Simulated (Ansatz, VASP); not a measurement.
# Two plane-wave programs on V3F

```
CELL_PARAMETERS angstrom
3.71584 0.00000 0.00000
0.00000 3.71584 0.00000
0.00000 0.00000 3.71584
ATOMIC_POSITIONS crystal
V 0.00000 0.50000 0.50000
V 0.50000 0.00000 0.50000
V 0.50000 0.50000 0.00000
F 0.00000 0.00000 0.00000
```

Alike in both runs: functional PBE; k mesh 6 × 6 × 6; occupations gaussian, width 0.1 eV; no spin polarisation.

Ansatz relaxed the structure, and its values are those at the end. VASP's run is a single point on that final structure, the one shown.

|  | VASP | Ansatz |
| --- | --- | --- |
| version | VASP 6.6.1 | Ansatz 0.2.0 |
| potentials or method | VASP PAW PBE potentials, release 64 (V_sv, F), cutoff 520 eV | scalar-relativistic, plane waves, PAW |
| valence electrons in the cell | 46 | 46 |

```tsv
	VASP	Ansatz	Ansatz less VASP
gap on the k mesh at the Fermi level (eV)	none	none	-
pressure (GPa)	0.4	0.4	-0.04
```

A gap of «none» marks a metal or a gap that the smearing closes. The functional is the same, so the differences come from potentials, cutoffs and numerics.
